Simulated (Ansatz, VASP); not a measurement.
# One calculation of Al6H, two programs

```
Al H
1.0
     5.71430    0.00000    0.00000
    -2.85715    4.94873    0.00000
     0.00000    0.00000   22.60164
Al H
12 2
Direct
  0.33333 0.16667 0.17698
  0.33333 0.66667 0.17698
  0.83333 0.16667 0.17698
  0.83333 0.66667 0.17698
  0.16667 0.33333 0.27878
  0.16667 0.83333 0.27878
  0.66667 0.33333 0.27878
  0.66667 0.83333 0.27878
  0.00000 0.00000 0.38058
  0.00000 0.50000 0.38058
  0.50000 0.00000 0.38058
  0.50000 0.50000 0.38058
  0.21716 0.43433 0.51331
  0.28284 0.56567 0.51331
```

Alike in both runs: task single point; functional PBE; k mesh 6 × 6 × 1; occupations gaussian, width 0.1 eV; no spin polarisation.

|  | VASP | Ansatz |
| --- | --- | --- |
| version | VASP 6.6.1 | Ansatz 0.2.0 |
| potentials or method | VASP PAW PBE potentials, release 64 (Al, H), cutoff 520 eV | scalar-relativistic, plane waves, PAW |
| valence electrons in the cell | 38 | 38 |

Ansatz gave:

| Quantity | Value |
| --- | --- |
| gap on the k mesh at the Fermi level (eV) | none |
| rms of the force components (eV/Å) | 1.065 |

Task: Estimate VASP's values.

Result: gap on the k mesh at the Fermi level (eV): none; rms of the force components (eV/Å): 1.073.

Atom by atom the forces differ by 0.008 eV/Å (rms over components). A gap of «none» marks a metal or a gap that the smearing closes.
